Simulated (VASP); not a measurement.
## MgO: vibrations by perturbation theory with PBEsol

MgO:

```xyz
2
Lattice="2.9380 0.0000 0.0000 -1.4690 2.5444 0.0000 0.0000 0.0000 2.6797" Properties=species:S:1:pos:R:3 pbc="T T T"
Mg    0.0000    0.0000    0.0000
O     0.0000    1.6963    1.3398
```

| Item | Value |
| --- | --- |
| Program | VASP 6.6.1 |
| Task | vibrations by perturbation theory |
| Functional | PBEsol |
| Potentials or basis | VASP PAW PBE potentials, release 64 (Mg, O) |
| Cutoff | 520 eV |
| k mesh | 3 × 3 × 3 |
| Occupations | gaussian, width 0.01 eV |
| Spin | no spin polarisation |
| Dipole correction | no |
| Further INCAR settings | ALGO = Normal; EDIFF = 1e-08; IBRION = 8; NSW = 1 |

```yaml
Highest_phonon_frequency_at_Γ_LO-TO_splitting_left_out: 301 cm⁻¹
```

Phonon frequencies in cm⁻¹ (negative: imaginary):
```csv
q point,frequencies
"(0.000, 0.000, 0.000)",0 0 0 298 301 301
```

Run time: 35 s on 1 thread of Intel Xeon 6975P-C (shared host), peak memory 0.14 GiB.

Caveat: the k points lie up to 0.82 Å⁻¹ apart; the cell wasn't relaxed at this level first, which shifts response properties.
